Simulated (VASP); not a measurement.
# Mn (P6_3/mmc) in VASP: single point with LDA

Aim: the single point of Mn with LDA.

Everything below comes from runs of VASP 6.6.1. Logs are shortened: lines on timing, memory, paths and dates and some standing lists are left out, and cuts for length are marked.

## (1) The cell of the first run

Symmetry: P6_3/mmc, No. 194, hexagonal system. Conventional cell: a = 2.484 Å, b = 2.484 Å, c = 4.026 Å, α = 90.00°, β = 90.00°, γ = 120.00°. Mn (site symmetry -6m2) has 12 Mn at 2.47 to 2.48 Å within 3.3 Å.

## (2) Single point, LDA, collinear spin, ferromagnetic start

The input, INCAR:

```
SYSTEM = Mn
PREC = Accurate
ENCUT = 520
EDIFF = 1E-6
ISMEAR = -1
SIGMA = 0.05
LREAL = .FALSE.
LASPH = .TRUE.
NELM = 150
ALGO = Normal
ISIF = 2
LWAVE = .FALSE.
LCHARG = .FALSE.
ISPIN = 2
MAGMOM = 4 4
LORBIT = 11
LMAXMIX = 4
GGA = CA
NBANDS = 24
```

The input, KPOINTS:

```
regular mesh
0
G
  18 18 7
  0 0 0
```

The input, POSCAR:

```
Mn
1.0
    2.4836457705      0.0000000000      0.0000000000
   -1.2418228852      2.1509003313      0.0000000000
    0.0000000000      0.0000000000      4.0261950000
Mn
2
Direct
    0.6666666667      0.3333333333      0.7500000000
    0.3333333333      0.6666666667      0.2500000000
```

Potentials or basis: VASP PAW LDA potentials, release 64 (Mn_pv).

The run is started by

```console
cat potpaw_LDA.64/Mn_pv/POTCAR > POTCAR
mpirun -np 1 vasp_std > vasp.out
```

OUTCAR:

```text
SYSTEM = Mn
   PREC = Accurate
   ENCUT = 520
   EDIFF = 1E-6
   ISMEAR = -1
   LREAL = .FALSE.
   LASPH = .TRUE.
   NELM = 150
   ISIF = 2
   ISPIN = 2
   LORBIT = 11
   GGA = CA

 ion  position               nearest neighbor table
   1  0.667  0.333  0.750-   2 2.47   2 2.47   2 2.47   2 2.47   2 2.47   2 2.47
   2  0.333  0.667  0.250-   1 2.47   1 2.47   1 2.47   1 2.47   1 2.47   1 2.47

  LATTYP: Found a hexagonal cell.
 ALAT       =     2.4836457705
 C/A-ratio  =     1.6210826229

  Lattice vectors:

 A1 = (   2.4836457705,   0.0000000000,   0.0000000000)
 A2 = (  -1.2418228852,   2.1509003313,   0.0000000000)
 A3 = (   0.0000000000,   0.0000000000,   4.0261950000)

Analysis of symmetry for initial positions (statically):
=====================================================================
 Subroutine PRICEL returns:
 Original cell was already a primitive cell.

 Routine SETGRP: Setting up the symmetry group for a
 hexagonal supercell.

 Subroutine GETGRP returns: Found 24 space group operations
 (whereof 12 operations were pure point group operations)
 out of a pool of 24 trial point group operations.

The static configuration has the point symmetry D_3d.
 The point group associated with its full space group is D_6h.

Analysis of symmetry for dynamics (positions and initial velocities):
=====================================================================
 Subroutine PRICEL returns:
 Original cell was already a primitive cell.

 Routine SETGRP: Setting up the symmetry group for a
 hexagonal supercell.

 Subroutine GETGRP returns: Found 24 space group operations
 (whereof 12 operations were pure point group operations)
 out of a pool of 24 trial point group operations.

The dynamic configuration has the point symmetry D_3d.
 The point group associated with its full space group is D_6h.

Analysis of structural, dynamic, and magnetic symmetry:
=====================================================================
 Subroutine PRICEL returns:
 Original cell was already a primitive cell.

 Routine SETGRP: Setting up the symmetry group for a
 hexagonal supercell.

 Subroutine GETGRP returns: Found 24 space group operations
 (whereof 12 operations were pure point group operations)
 out of a pool of 24 trial point group operations.

The overall configuration has the point symmetry D_3d.
 The point group associated with its full space group is D_6h.

 Subroutine INISYM returns: Found 24 space group operations
 (whereof 12 operations are pure point group operations),
 and found     1 'primitive' translations

----------------------------------------------------------------------------------------

                                     Primitive cell

  volume of cell :      21.5082

  direct lattice vectors                    reciprocal lattice vectors
     2.483645770  0.000000000  0.000000000     0.402633907  0.232460795  0.000000000
    -1.241822885  2.150900331  0.000000000     0.000000000  0.464921589  0.000000000
     0.000000000  0.000000000  4.026195000     0.000000000  0.000000000  0.248373464

  length of vectors
     2.483645770  2.483645771  4.026195000     0.464921589  0.464921589  0.248373464

  position of ions in fractional coordinates (direct lattice)
     0.666666667  0.333333333  0.750000000
     0.333333333  0.666666667  0.250000000

  ion indices of the primitive-cell ions
   primitive index   ion index
                 1           1
                 2           2

----------------------------------------------------------------------------------------

 KPOINTS: regular mesh

Automatic generation of k-mesh.
 Grid dimensions read from file:
 generate k-points for:   18   18    7

 Generating k-lattice:

  Cartesian coordinates                     Fractional coordinates (reciprocal lattice)
     0.022368550  0.012914489  0.000000000     0.055555556  0.000000000  0.000000000
     0.000000000  0.025828977  0.000000000     0.000000000  0.055555556  0.000000000
     0.000000000  0.000000000  0.035481923     0.000000000  0.000000000  0.142857143

  Length of vectors
     0.025828977  0.025828977  0.035481923

  Shift w.r.t. Gamma in fractional coordinates (k-lattice)
     0.000000000  0.000000000  0.000000000

 Subroutine IBZKPT returns following result:
 ===========================================

 Found    148 irreducible k-points:

 Following reciprocal coordinates:
            Coordinates               Weight
  0.000000  0.000000  0.000000      1.000000
  0.055556  0.000000  0.000000      6.000000
  0.111111  0.000000  0.000000      6.000000
  0.166667  0.000000  0.000000      6.000000
  0.222222  0.000000  0.000000      6.000000
  0.277778  0.000000  0.000000      6.000000
[... 16 lines left out ...]
  0.333333  0.111111  0.000000     12.000000
  0.388889  0.111111  0.000000     12.000000
 [... further k-points ...]
   k-points           NKPTS =    148   k-points in BZ     NKDIM =    148   number of bands    NBANDS=     24
   number of dos      NEDOS =    301   number of ions     NIONS =      2
   total plane-waves  NPLWV =   9720
   dimension x,y,z NGX =    18 NGY =   18 NGZ =   30
   dimension x,y,z NGXF=    36 NGYF=   36 NGZF=   60
   ions per type =               2
   NGX,Y,Z   is equivalent  to a cutoff of  12.05, 12.05, 12.39 a.u.
   NGXF,Y,Z  is equivalent  to a cutoff of  24.10, 24.10, 24.77 a.u.
 SYSTEM =  Mn
   PREC   = accura    normal or accurate (medium, high low for compatibility)
   ISTART =      0    job   : 0-new  1-cont  2-samecut
   ICHARG =      2    charge: 1-file 2-atom 10-const
   ISPIN  =      2    spin polarized calculation?
   LNONCOLLINEAR =      F non collinear calculations
   LSORBIT =      F    spin-orbit coupling
   LASPH  =      T    aspherical Exc in radial PAW
   ENCUT  =  520.0 eV  38.22 Ry    6.18 a.u.   4.62  4.62  7.49*2*pi/ulx,y,z
   NELM   =    150;   NELMIN=  2; NELMDL= -5     # of ELM steps
   EDIFF  = 0.1E-05   stopping-criterion for ELM
   LREAL  =      F    real-space projection
   EDIFFG = 0.1E-04   stopping-criterion for IOM
   NSW    =      0    number of steps for IOM
   IBRION =     -1    ionic relax: 0-MD 1-quasi-New 2-CG
   NFREE  =      0    steps in history (QN), initial steepest desc. (CG)
   ISIF   =      2    stress and relaxation
   ISYM   =      2    0-nonsym 1-usesym 2-fastsym
   POTIM  = 0.5000    time-step for ionic-motion
   TEBEG  =    0.0;   TEEND  =   0.0 temperature during run
   PSTRESS=    0.0 pullay stress
   NELECT =      26.0000    total number of electrons
   NUPDOWN=      -1.0000    fix difference up-down
   EMIN   =  10.00;   EMAX   =-10.00  energy-range for DOS
   EFERMI =   0.00;   METHOD = LEGACY
   ISMEAR =    -1;   SIGMA  =   0.05  broadening in eV -4-tet -1-fermi 0-gaus
   EFERMI_NEDOS =   21; number of points for ismear=-14 and -15
   IALGO  =     38    algorithm
   IMIX   =      4    mixing-type and parameters
     AMIX     =   0.40;   BMIX     =  1.00
     AMIX_MAG =   1.60;   BMIX_MAG =  1.00
  volume/ion in A,a.u.               =      10.75        72.57
  Fermi-wavevector in a.u.,A,eV,Ry     =   1.743938  3.295565 41.379665  3.041320
  Thomas-Fermi vector in A             =   2.815914
   LORBIT       =     11    0 simple, 1 ext, 2 COOP (PROOUT), +10 PAW based schemes
   GGA     = CA    functional components
   LHFCALC =     F    Hartree Fock is set to
   AEXX    =    0.0000 exact exchange contribution
   IVDW    =     0    specifies the selected vdW correction
   LEPSILON=     F    determine dielectric tensor
   LRPA    =     F    only Hartree local field effects (RPA)
 spin polarized calculation
  energy-cutoff  :      520.00
  volume of cell :       21.51
 maximum number of plane-waves:       590
   NGX =  9   NGY =  9   NGZ = 15

 number of electron      26.0000029 magnetization       0.0026815

 number of electron      26.0000029 magnetization      -0.0004080

 Free energy of the ion-electron system (eV)
  ---------------------------------------------------
  ext. energy  EPLUGINS =         0.00000000
  ---------------------------------------------------
  free energy    TOTEN  =       -20.22389623 eV

  energy without entropy =      -20.20254262  energy(sigma->0) =      -20.21321943

 E-fermi :  10.1364     XC(G=0): -14.3650

 val. band max:       10.1330902557   @ k =   0.1667   0.0556   0.1429
 cond. band min:      10.1368260499   @ k =   0.1111   0.0556   0.0000
 fundamental gap:      0.0037357942
 Fermi energy:        10.1363876430

 spin component 1

 k-point     1 :       0.0000    0.0000    0.0000
  band No.  band energies     occupation
      1     -37.7126      1.00000
      2     -37.0321      1.00000
      3     -37.0321      1.00000
      4     -36.9257      1.00000
      5     -36.9257      1.00000
      6     -36.9183      1.00000
[... 16 lines left out ...]
     23      36.4706      0.00000
     24      36.4706      0.00000

 k-point     2 :       0.0556    0.0000    0.0000
  band No.  band energies     occupation
      1     -37.7047      1.00000
      2     -37.0497      1.00000
      3     -37.0378      1.00000
      4     -36.9440      1.00000
      5     -36.9283      1.00000
      6     -36.9212      1.00000
[... 16 lines left out ...]
     23      35.1498      0.00000
     24      35.8631      0.00000

 k-point     3 :       0.1111    0.0000    0.0000
  band No.  band energies     occupation
      1     -37.6814      1.00000
      2     -37.1004      1.00000
      3     -37.0539      1.00000
      4     -36.9962      1.00000
      5     -36.9360      1.00000
      6     -36.9301      1.00000
[... 16 lines left out ...]
     23      34.3908      0.00000
     24      35.8931      0.00000
[... 514 lines left out ...]
 k-point    23 :       0.3333    0.1111    0.0000
  band No.  band energies     occupation
      1     -37.5386      1.00000
      2     -37.4274      1.00000
      3     -37.4062      1.00000
      4     -37.2149      1.00000
      5     -37.0716      1.00000
      6     -37.0541      1.00000
[... 16 lines left out ...]
     23      28.8600      0.00000
     24      31.2381      0.00000

 k-point    24 :       0.3889    0.1111    0.0000
  band No.  band energies     occupation
      1     -37.5864      1.00000
      2     -37.4619      1.00000
      3     -37.3608      1.00000
      4     -37.2364      1.00000
      5     -37.1033      1.00000
      6     -37.0653      1.00000
[... 16 lines left out ...]
     23      27.4288      0.00000
     24      30.8675      0.00000

 [... further k-points ...]

 spin component 2

 k-point     1 :       0.0000    0.0000    0.0000
  band No.  band energies     occupation
      1     -37.7128      1.00000
      2     -37.0324      1.00000
      3     -37.0324      1.00000
      4     -36.9259      1.00000
      5     -36.9259      1.00000
      6     -36.9185      1.00000
[... 16 lines left out ...]
     23      36.4705      0.00000
     24      36.4705      0.00000

 k-point     2 :       0.0556    0.0000    0.0000
  band No.  band energies     occupation
      1     -37.7049      1.00000
      2     -37.0500      1.00000
      3     -37.0381      1.00000
      4     -36.9443      1.00000
      5     -36.9286      1.00000
      6     -36.9215      1.00000
[... 16 lines left out ...]
     23      35.1497      0.00000
     24      35.8631      0.00000

 k-point     3 :       0.1111    0.0000    0.0000
  band No.  band energies     occupation
      1     -37.6816      1.00000
      2     -37.1007      1.00000
      3     -37.0541      1.00000
      4     -36.9965      1.00000
      5     -36.9362      1.00000
      6     -36.9303      1.00000
[... 16 lines left out ...]
     23      34.3908      0.00000
     24      35.8932      0.00000
[... 514 lines left out ...]
 k-point    23 :       0.3333    0.1111    0.0000
  band No.  band energies     occupation
      1     -37.5389      1.00000
      2     -37.4277      1.00000
      3     -37.4064      1.00000
      4     -37.2152      1.00000
      5     -37.0718      1.00000
      6     -37.0543      1.00000
[... 16 lines left out ...]
     23      28.8599      0.00000
     24      31.2381      0.00000

 k-point    24 :       0.3889    0.1111    0.0000
  band No.  band energies     occupation
      1     -37.5867      1.00000
      2     -37.4622      1.00000
      3     -37.3610      1.00000
      4     -37.2367      1.00000
      5     -37.1035      1.00000
      6     -37.0655      1.00000
[... 16 lines left out ...]
     23      27.4287      0.00000
     24      30.8675      0.00000

 [... further k-points ...]

------------------------ aborting loop because EDIFF is reached ----------------------------------------

  FORCE on cell =-STRESS in cart. coord.  units (eV):
  Direction    XX          YY          ZZ          XY          YZ          ZX
  --------------------------------------------------------------------------------------
  -------------------------------------------------------------------------------------
  Total       -2.5553697     -2.5553697     -2.7582067     -0.0000000     -0.0000000     -0.0000000
  in kB     -190.3529332   -190.3529332   -205.4625399     -0.0000000     -0.0000000     -0.0000000
  external PRESSURE =    -195.3894688 kB  Pullay stress =       0.0000000 kB

 VOLUME and BASIS-vectors are now :
 -----------------------------------------------------------------------------
  energy-cutoff  :      520.00
  volume of cell :       21.51
      direct lattice vectors                 reciprocal lattice vectors
     2.483645770  0.000000000  0.000000000     0.402633907  0.232460795  0.000000000
    -1.241822885  2.150900331  0.000000000     0.000000000  0.464921589  0.000000000
     0.000000000  0.000000000  4.026195000     0.000000000  0.000000000  0.248373464

 POSITION                                       TOTAL-FORCE (eV/Angst)
 -----------------------------------------------------------------------------------
      1.24182      0.71697      3.01965        -0.000000     -0.000000      0.000000
     -0.00000      1.43393      1.00655         0.000000      0.000000      0.000000
 -----------------------------------------------------------------------------------
    total drift:                               -0.000000      0.000000     -0.000000

  FREE ENERGIE OF THE ION-ELECTRON SYSTEM (eV)
  ---------------------------------------------------
  free  energy   TOTEN  =       -20.2238962349 eV

  energy  without entropy=      -20.2025426205  energy(sigma->0) =      -20.21321943

 total charge

# of ion       s       p       d       tot
------------------------------------------
    1        0.427   6.396   5.173  11.996
    2        0.427   6.396   5.173  11.996
--------------------------------------------------
tot          0.853  12.792  10.347  23.992

 magnetization (x)

# of ion       s       p       d       tot
------------------------------------------
    1        0.000  -0.000  -0.000  -0.000
    2        0.000  -0.000  -0.000  -0.000
--------------------------------------------------
tot          0.000  -0.000  -0.000  -0.000
```

It took 96 s on 1 thread of AMD EPYC 7R43 (Zen 3), shared host; peak memory 0.16 GiB.

Results:

```
Free energy                                           : -20.2239 eV
Pressure                                              : -19.5 GPa
Band gap on the k mesh                                : zero (filled and empty bands overlap)
Net moment                                            : 0.00 μB per cell
Valence electrons inside the program's atomic spheres : Mn 12.00
```

Caveat: the starting moments collapsed, and a magnetic state may lie lower.
